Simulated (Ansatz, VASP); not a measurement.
## Two plane-wave programs on PtW3

POSCAR

```
PtW3
1.0
    3.9540306197      0.0000000000      0.0000000000
    0.0000000000      3.9540306197      0.0000000000
    0.0000000000      0.0000000000      3.9540306197
Pt W
1 3
Direct
    0.0000000000      0.0000000000      0.0000000000
    0.0000000000      0.5000000000      0.5000000000
    0.5000000000      0.0000000000      0.5000000000
    0.5000000000      0.5000000000      0.0000000000
```

The input INCAR.step1:

```
SYSTEM = PtW3
ALGO     = Normal         ! electronic algorithm
EDIFF    = 1E-4           ! SCF threshold, eV
ENCUT    = 520            ! plane-wave cutoff, eV
GGA      = PE             ! functional
ISMEAR   = 0              ! smearing method
LASPH    = .TRUE.         ! aspherical terms in the spheres
LCHARG   = .FALSE.        ! write CHGCAR
LREAL    = .FALSE.        ! projectors in reciprocal space
LWAVE    = .TRUE.         ! write WAVECAR
NBANDS   = 34             ! bands
NELM     = 80             ! most SCF steps
PREC     = Accurate       ! precision mode
SIGMA    = 0.1            ! smearing width, eV
```

INCAR.step2

```
SYSTEM = PtW3
ALGO     = Normal         ! electronic algorithm
EDIFF    = 1E-7           ! SCF threshold, eV
ENCUT    = 520            ! plane-wave cutoff, eV
ISIF     = 2              ! what is computed and relaxed
ISMEAR   = 0              ! smearing method
ISTART   = 1            
LASPH    = .TRUE.         ! aspherical terms in the spheres
LCHARG   = .FALSE.        ! write CHGCAR
LMIXTAU  = .TRUE.       
LREAL    = .FALSE.        ! projectors in reciprocal space
LWAVE    = .FALSE.        ! write WAVECAR
METAGGA  = R2SCAN         ! meta-GGA
NBANDS   = 34             ! bands
NELM     = 80             ! most SCF steps
PREC     = Accurate       ! precision mode
SIGMA    = 0.1            ! smearing width, eV
```

Contents of KPOINTS:

```
k-points
0
G
  4 4 4
  0 0 0
```

Input for Ansatz:

```yaml
crystal:
  lattice:
    - [3.9540306197, 0.0, 0.0]
    - [0.0, 3.9540306197, 0.0]
    - [0.0, 0.0, 3.9540306197]
  atoms:
    - { symbol: Pt, position: [0.0, 0.0, 0.0] }
    - { symbol: W, position: [0.0, 0.5, 0.5] }
    - { symbol: W, position: [0.5, 0.0, 0.5] }
    - { symbol: W, position: [0.5, 0.5, 0.0] }
basis:
  ecutwfc: 500
kpoints:
  mp_grid: { grid: [4, 4, 4] }
hamiltonian:
  xc: r2scan
scf:
  occupations: { method: gaussian, width: 0.1 }
  lower_state_search: "off"
output:
  forces: true
  stress: true
  eigenvalues: true
```

Alike in both runs: task single point; functional r2SCAN; k mesh 4 × 4 × 4; occupations gaussian, width 0.1 eV; no spin polarisation.

|  | VASP | Ansatz |
| --- | --- | --- |
| version | VASP 6.6.1 | Ansatz 0.2.0 |
| potentials or method | VASP PAW PBE potentials, release 64 (Pt, W_sv), cutoff 520 eV | scalar-relativistic, plane waves, PAW |
| valence electrons in the cell | 52 | 60 |

```csv
,VASP,Ansatz,Ansatz less VASP
gap on the k mesh at the Fermi level (eV),none,none,-
pressure (GPa),3.5,2.2,-1.34
```

VASP's potentials were made for PBE, not for r2SCAN. A gap of «none» marks a metal or a gap that the smearing closes. The functional is the same, so the differences come from potentials, cutoffs and numerics. VASP's potentials hold 52 valence electrons a cell and Ansatz's 60, so a difference there can come from the potentials and not from the codes.

The k mesh is coarse, so the values compare programs but aren't converged. Spin-orbit coupling is off throughout.
